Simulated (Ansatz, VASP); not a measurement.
**Two plane-wave programs on SnSe**

```
CELL_PARAMETERS angstrom
0.00000 3.01000 3.01000
3.01000 0.00000 3.01000
3.01000 3.01000 0.00000
ATOMIC_POSITIONS crystal
Sn 0.02492 0.02492 0.97508
Se 0.50000 0.50000 0.50000
```

Change from the starting cell: one atom moved.

Alike in both runs: task single point; functional PBE; k mesh 10 × 10 × 10; occupations gaussian, width 0.05 eV; no spin polarisation.

|  | VASP | Ansatz |
| --- | --- | --- |
| version | VASP 6.6.1 | Ansatz 0.2.0 |
| potentials or method | VASP PAW PBE potentials, release 64 (Sn_d, Se), cutoff 520 eV | scalar-relativistic, plane waves, PAW |
| valence electrons in the cell | 20 | 30 |

Ansatz gave:

```
gap on the k mesh at the Fermi level (eV)                     : 0.57
least direct gap on the mesh (eV)                             : 0.66
pressure (GPa)                                                : 1.4
traceless stress, the component that is largest in VASP (GPa) : 0.44
rms of the force components (eV/Å)                            : 0.033
```

Question: Which values does VASP return?

Answer: gap on the k mesh at the Fermi level (eV): 0.57; least direct gap on the mesh (eV): 0.66; pressure (GPa): 1.4; traceless stress, the component that is largest in VASP (GPa): 0.44; rms of the force components (eV/Å): 0.036.

Atom by atom the forces differ by 0.003 eV/Å (rms over components). The functional is the same, so the differences come from potentials, cutoffs and numerics. VASP's potentials hold 20 valence electrons a cell and Ansatz's 30, so a difference there can come from the potentials and not from the codes.
